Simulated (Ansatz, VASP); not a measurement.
SiC: VASP beside Ansatz

INCAR

```
SYSTEM = SiC
PREC = Accurate ; ENCUT = 520
EDIFF = 1E-6 ; ISMEAR = 0
SIGMA = 0.05 ; LREAL = .False.
LASPH = .True. ; NELM = 80
ALGO = Normal ; ISIF = 2
LWAVE = .False. ; LCHARG = .False.
GGA = PS ; NBANDS = 11
```

File KPOINTS:

```
regular mesh
0
Gamma
  10 10 10
  0 0 0
```

File POSCAR:

```
SiC
1.0
    0.0000000000      2.1489657966      2.1489657966
    2.1489657966      0.0000000000      2.1489657966
    2.1489657966      2.1489657966      0.0000000000
Si C
1 1
Direct
    0.0000000000      0.0000000000      0.0000000000
    0.7500000000      0.7500000000      0.7500000000
```

Input for Ansatz:

```yaml
crystal:
  lattice:
    - [0.0, 2.1489657966, 2.1489657966]
    - [2.1489657966, 0.0, 2.1489657966]
    - [2.1489657966, 2.1489657966, 0.0]
  atoms:
    - { symbol: Si, position: [0.0, 0.0, 0.0] }
    - { symbol: C, position: [0.75, 0.75, 0.75] }
basis:
  ecutwfc: 420
  ecutrho_ratio: 4
kpoints:
  mp_grid: { grid: [10, 10, 10] }
hamiltonian:
  xc: pbesol
scf:
  occupations: { method: gaussian, width: 0.05 }
output:
  forces: true
  stress: true
  eigenvalues: true
```

Alike in both runs: task single point; functional PBEsol; k mesh 10 × 10 × 10; occupations gaussian, width 0.05 eV; no spin polarisation.

|  | VASP | Ansatz |
| --- | --- | --- |
| version | VASP 6.6.1 | Ansatz 0.2.0 |
| potentials or method | VASP PAW PBE potentials, release 64 (Si, C), cutoff 520 eV | scalar-relativistic, plane waves, PAW |
| valence electrons in the cell | 8 | 8 |

|  | VASP | Ansatz | Ansatz less VASP |
| --- | --- | --- | --- |
| gap on the k mesh at the Fermi level (eV) | 1.20 | 1.21 | +0.010 |
| least direct gap on the mesh (eV) | 4.49 | 4.50 | +0.010 |
| pressure (GPa) | 10.2 | 9.8 | -0.40 |

VASP's potentials were made for PBE, not for PBEsol. The functional is the same, so the differences come from potentials, cutoffs and numerics.
